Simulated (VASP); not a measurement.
# PbS (Cmcm) in VASP: notebook

PbS is run at these levels: LDA, r2SCAN; tasks: single point.

All numbers are computed with VASP 6.6.1; they aren't measurements. Logs are shortened: lines on timing, memory, paths and dates and some standing lists are left out, and cuts for length are marked.

## Step 1: The cell of the first run

The structure is orthorhombic, space group Cmcm (No. 63). The conventional cell has a = 4.127 Å, b = 11.739 Å, c = 4.260 Å, α = 90.00°, β = 90.00°, γ = 90.00°. Within 3.5 Å of Pb (site symmetry m2m) lie 5 S at 2.68 to 2.97 Å. Within 3.5 Å of S (site symmetry m2m) lie 5 Pb at 2.68 to 2.97 Å.

## Step 2: Single point, LDA

File INCAR:

```
ALGO = Normal ; EDIFF = 1E-7
ENCUT = 520 ; ISIF = 2
ISMEAR = 0 ; LASPH = T
LCHARG = T ; LELF = T
LREAL = F ; LVHAR = T
LWAVE = F ; NBANDS = 28
NELM = 100 ; PREC = Accurate
SIGMA = 0.01
```

File KPOINTS:

```
k-points
0
Gamma
  4 4 4
```

File POSCAR:

```
PbS
1.0
    2.0637484134     -5.8692756837      0.0000000000
    2.0637484134      5.8692756837      0.0000000000
    0.0000000000      0.0000000000      4.2604423684
Pb S
2 2
Direct
    0.8722772593      0.1277227407      0.7500000000
    0.1277227407      0.8722772593      0.2500000000
    0.6436799881      0.3563200119      0.7500000000
    0.3563200119      0.6436799881      0.2500000000
```

Potentials or basis: VASP PAW LDA potentials, release 64 (Pb_d, S).

Run with:

```
> cat potpaw_LDA.64/Pb_d/POTCAR potpaw_LDA.64/S/POTCAR > POTCAR
> mpirun -np 1 vasp_std > vasp.out
```

OUTCAR:

```text
EDIFF = 1E-7
   ENCUT = 520
   ISIF = 2
   ISMEAR = 0
   LASPH = T
   LREAL = F
   NELM = 100
   PREC = Accurate

 ion  position               nearest neighbor table
   1  0.872  0.128  0.750-   3 2.68   4 2.97   4 2.97   4 2.97   4 2.97   2 3.68   2 3.68   2 4.13
                             2 4.13   2 4.13   2 4.13
   2  0.128  0.872  0.250-   4 2.68   3 2.97   3 2.97   3 2.97   3 2.97   1 3.68   1 3.68   1 4.13
                             1 4.13   1 4.13   1 4.13
   3  0.644  0.356  0.750-   1 2.68   2 2.97   2 2.97   2 2.97   2 2.97
   4  0.356  0.644  0.250-   2 2.68   1 2.97   1 2.97   1 2.97   1 2.97

  LATTYP: Found a base centered orthorhombic cell.
 ALAT       =     4.1274968268
 B/A-ratio  =     2.8439879811
 C/A-ratio  =     1.0322097259

  Lattice vectors:

 A1 = (   2.0637484134,  -5.8692756837,   0.0000000000)
 A2 = (   2.0637484134,   5.8692756837,   0.0000000000)
 A3 = (   0.0000000000,   0.0000000000,   4.2604423684)

Analysis of symmetry for initial positions (statically):
=====================================================================
 Subroutine PRICEL returns:
 Original cell was already a primitive cell.

 Routine SETGRP: Setting up the symmetry group for a
 base centered orthorhombic supercell.

 Subroutine GETGRP returns: Found  8 space group operations
 (whereof  4 operations were pure point group operations)
 out of a pool of  8 trial point group operations.

The static configuration has the point symmetry C_2h.
 The point group associated with its full space group is D_2h.

Analysis of symmetry for dynamics (positions and initial velocities):
=====================================================================
 Subroutine PRICEL returns:
 Original cell was already a primitive cell.

 Routine SETGRP: Setting up the symmetry group for a
 base centered orthorhombic supercell.

 Subroutine GETGRP returns: Found  8 space group operations
 (whereof  4 operations were pure point group operations)
 out of a pool of  8 trial point group operations.

The dynamic configuration has the point symmetry C_2h.
 The point group associated with its full space group is D_2h.

 Subroutine INISYM returns: Found  8 space group operations
 (whereof  4 operations are pure point group operations),
 and found     1 'primitive' translations

----------------------------------------------------------------------------------------

                                     Primitive cell

  volume of cell :     103.2110

  direct lattice vectors                    reciprocal lattice vectors
     2.063748413 -5.869275684  0.000000000     0.242277594 -0.085189387  0.000000000
     2.063748413  5.869275684  0.000000000     0.242277594  0.085189387  0.000000000
     0.000000000  0.000000000  4.260442368     0.000000000  0.000000000  0.234717410

  length of vectors
     6.221531529  6.221531529  4.260442368     0.256818349  0.256818349  0.234717410

  position of ions in fractional coordinates (direct lattice)
     0.872277259  0.127722741  0.750000000
     0.127722741  0.872277259  0.250000000
     0.643679988  0.356320012  0.750000000
     0.356320012  0.643679988  0.250000000

  ion indices of the primitive-cell ions
   primitive index   ion index
                 1           1
                 2           2
                 3           3
                 4           4

----------------------------------------------------------------------------------------

 KPOINTS: k-points

Automatic generation of k-mesh.
 Grid dimensions read from file:
 generate k-points for:    4    4    4

 Generating k-lattice:

  Cartesian coordinates                     Fractional coordinates (reciprocal lattice)
     0.060569398 -0.021297347  0.000000000     0.250000000  0.000000000  0.000000000
     0.060569398  0.021297347  0.000000000     0.000000000  0.250000000  0.000000000
     0.000000000  0.000000000  0.058679353     0.000000000  0.000000000  0.250000000

  Length of vectors
     0.064204587  0.064204587  0.058679353

  Shift w.r.t. Gamma in fractional coordinates (k-lattice)
     0.000000000  0.000000000  0.000000000

 Subroutine IBZKPT returns following result:
 ===========================================

 Found     21 irreducible k-points:

 Following reciprocal coordinates:
            Coordinates               Weight
  0.000000  0.000000  0.000000      1.000000
  0.250000 -0.000000  0.000000      4.000000
  0.500000 -0.000000  0.000000      2.000000
  0.250000  0.250000  0.000000      2.000000
  0.500000  0.250000  0.000000      4.000000
 -0.250000  0.250000  0.000000      2.000000
[... 13 lines left out ...]
 -0.250000  0.250000  0.500000      2.000000
  0.500000  0.500000  0.500000      1.000000
   k-points           NKPTS =     21   k-points in BZ     NKDIM =     21   number of bands    NBANDS=     28
   number of dos      NEDOS =    301   number of ions     NIONS =      4
   total plane-waves  NPLWV =  73728
   dimension x,y,z NGX =    48 NGY =   48 NGZ =   32
   dimension x,y,z NGXF=    96 NGYF=   96 NGZF=   64
   ions per type =               2   2
   NGX,Y,Z   is equivalent  to a cutoff of  12.83, 12.83, 12.49 a.u.
   NGXF,Y,Z  is equivalent  to a cutoff of  25.65, 25.65, 24.97 a.u.
 SYSTEM =  unknown system
   PREC   = accura    normal or accurate (medium, high low for compatibility)
   ISTART =      0    job   : 0-new  1-cont  2-samecut
   ICHARG =      2    charge: 1-file 2-atom 10-const
   ISPIN  =      1    spin polarized calculation?
   LNONCOLLINEAR =      F non collinear calculations
   LSORBIT =      F    spin-orbit coupling
   LASPH  =      T    aspherical Exc in radial PAW
   ENCUT  =  520.0 eV  38.22 Ry    6.18 a.u.  11.57 11.57  7.92*2*pi/ulx,y,z
   NELM   =    100;   NELMIN=  2; NELMDL= -5     # of ELM steps
   EDIFF  = 0.1E-06   stopping-criterion for ELM
   LREAL  =      F    real-space projection
   EDIFFG = 0.1E-05   stopping-criterion for IOM
   NSW    =      0    number of steps for IOM
   IBRION =     -1    ionic relax: 0-MD 1-quasi-New 2-CG
   NFREE  =      0    steps in history (QN), initial steepest desc. (CG)
   ISIF   =      2    stress and relaxation
   ISYM   =      2    0-nonsym 1-usesym 2-fastsym
   POTIM  = 0.5000    time-step for ionic-motion
   TEBEG  =    0.0;   TEEND  =   0.0 temperature during run
   PSTRESS=    0.0 pullay stress
   NELECT =      40.0000    total number of electrons
   NUPDOWN=      -1.0000    fix difference up-down
   EMIN   =  10.00;   EMAX   =-10.00  energy-range for DOS
   EFERMI =   0.00;   METHOD = LEGACY
   ISMEAR =     0;   SIGMA  =   0.01  broadening in eV -4-tet -1-fermi 0-gaus
   EFERMI_NEDOS =   21; number of points for ismear=-14 and -15
   IALGO  =     38    algorithm
   IMIX   =      4    mixing-type and parameters
     AMIX     =   0.40;   BMIX     =  1.00
     AMIX_MAG =   1.60;   BMIX_MAG =  1.00
  volume/ion in A,a.u.               =      25.80       174.13
  Fermi-wavevector in a.u.,A,eV,Ry     =   1.193584  2.255546 19.383429  1.424642
  Thomas-Fermi vector in A             =   2.329594
   LORBIT       =      0    0 simple, 1 ext, 2 COOP (PROOUT), +10 PAW based schemes
   GGA     = CA    functional components
   LHFCALC =     F    Hartree Fock is set to
   AEXX    =    0.0000 exact exchange contribution
   IVDW    =     0    specifies the selected vdW correction
   LEPSILON=     F    determine dielectric tensor
   LRPA    =     F    only Hartree local field effects (RPA)
 non-spin polarized calculation
 Gauss-broadening in eV      SIGMA  =   0.01
  energy-cutoff  :      520.00
  volume of cell :      103.21
 maximum number of plane-waves:      2810
 NGX is ok and might be reduce to    48
   NGX = 23   NGY = 23   NGZ = 15

 number of electron      40.0000008 magnetization

 Free energy of the ion-electron system (eV)
  ---------------------------------------------------
  ext. energy  EPLUGINS =         0.00000000
  ---------------------------------------------------
  free energy    TOTEN  =       -19.84630771 eV

  energy without entropy =      -19.84630771  energy(sigma->0) =      -19.84630771

 E-fermi :   5.0299     XC(G=0): -10.0948

 val. band max:        4.9633788678   @ k =   0.0000   0.0000   0.5000
 cond. band min:       6.0851086010   @ k =   0.5000   0.5000   0.0000
 fundamental gap:      1.1217297332
 Fermi energy:         5.0299458416

 k-point     1 :       0.0000    0.0000    0.0000
  band No.  band energies     occupation
      1     -11.3270      2.00000
      2     -11.2183      2.00000
      3     -11.2144      2.00000
      4     -11.1973      2.00000
      5     -11.1591      2.00000
      6     -11.1586      2.00000
[... 20 lines left out ...]
     27      11.0736      0.00000
     28      12.0026      0.00000

 k-point     2 :       0.2500   -0.0000    0.0000
  band No.  band energies     occupation
      1     -11.2907      2.00000
      2     -11.2095      2.00000
      3     -11.2045      2.00000
      4     -11.1797      2.00000
      5     -11.1703      2.00000
      6     -11.1635      2.00000
[... 20 lines left out ...]
     27      12.0133      0.00000
     28      12.7856      0.00000

 k-point     3 :       0.5000   -0.0000    0.0000
  band No.  band energies     occupation
      1     -11.2368      2.00000
      2     -11.2198      2.00000
      3     -11.2078      2.00000
      4     -11.2017      2.00000
      5     -11.1737      2.00000
      6     -11.1640      2.00000
[... 20 lines left out ...]
     27      12.9717      0.00000
     28      14.0394      0.00000

 k-point     4 :       0.2500    0.2500    0.0000
  band No.  band energies     occupation
      1     -11.2372      2.00000
      2     -11.2197      2.00000
      3     -11.2158      2.00000
      4     -11.1861      2.00000
      5     -11.1723      2.00000
      6     -11.1710      2.00000
[... 485 lines left out ...]
     27      11.9295      0.00000
     28      11.9295      0.00000

 k-point    20 :      -0.2500    0.2500    0.5000
  band No.  band energies     occupation
      1     -11.2486      2.00000
      2     -11.2486      2.00000
      3     -11.1919      2.00000
      4     -11.1919      2.00000
      5     -11.1605      2.00000
      6     -11.1605      2.00000
[... 20 lines left out ...]
     27      14.4372      0.00000
     28      14.4374      0.00000

 k-point    21 :       0.5000    0.5000    0.5000
  band No.  band energies     occupation
      1     -11.2545      2.00000
      2     -11.2545      2.00000
      3     -11.1828      2.00000
      4     -11.1828      2.00000
      5     -11.1599      2.00000
      6     -11.1599      2.00000
[... 20 lines left out ...]
     27      13.5728      0.00000
     28      13.5728      0.00000

------------------------ aborting loop because EDIFF is reached ----------------------------------------

  FORCE on cell =-STRESS in cart. coord.  units (eV):
  Direction    XX          YY          ZZ          XY          YZ          ZX
  --------------------------------------------------------------------------------------
  -------------------------------------------------------------------------------------
  Total       -1.8094117     -1.5684886     -1.9849515      0.0000000     -0.0000000      0.0000000
  in kB      -28.0880783    -24.3481508    -30.8130380      0.0000000     -0.0000000      0.0000000
  external PRESSURE =     -27.7497557 kB  Pullay stress =       0.0000000 kB

 VOLUME and BASIS-vectors are now :
 -----------------------------------------------------------------------------
  energy-cutoff  :      520.00
  volume of cell :      103.21
      direct lattice vectors                 reciprocal lattice vectors
     2.063748413 -5.869275684  0.000000000     0.242277594 -0.085189387  0.000000000
     2.063748413  5.869275684  0.000000000     0.242277594  0.085189387  0.000000000
     0.000000000  0.000000000  4.260442368     0.000000000  0.000000000  0.234717410

 POSITION                                       TOTAL-FORCE (eV/Angst)
 -----------------------------------------------------------------------------------
      2.06375     -4.37000      3.19533         0.000000      0.090610     -0.000000
      2.06375      4.37000      1.06511         0.000000     -0.090610     -0.000000
      2.06375     -1.68659      3.19533         0.000000     -0.050110      0.000000
      2.06375      1.68659      1.06511         0.000000      0.050110      0.000000
 -----------------------------------------------------------------------------------
    total drift:                                0.000000      0.000000     -0.000000

  FREE ENERGIE OF THE ION-ELECTRON SYSTEM (eV)
  ---------------------------------------------------
  free  energy   TOTEN  =       -19.8463077078 eV

  energy  without entropy=      -19.8463077078  energy(sigma->0) =      -19.84630771
```

Run time: 48 s. Hardware: 1 thread of Intel Xeon Platinum 8488C (Sapphire Rapids), shared host; peak memory 0.23 GiB.

Results:

```yaml
Free_energy: -19.8463 eV
Pressure: -2.8 GPa
Largest_force: 0.091 eV/Å
Band_gap_on_the_k_mesh: 1.12 eV, indirect (least direct gap 1.52 eV)
```

Forces in eV/Å, atoms in the order of the input:
```
Pb   0.000  0.091  0.000
Pb   0.000 -0.091  0.000
S    0.000 -0.050  0.000
S    0.000  0.050  0.000
```

Caveat: spin-orbit coupling is left out, which moves the levels of the heavy elements.

(Continued in part 2 of 2.)
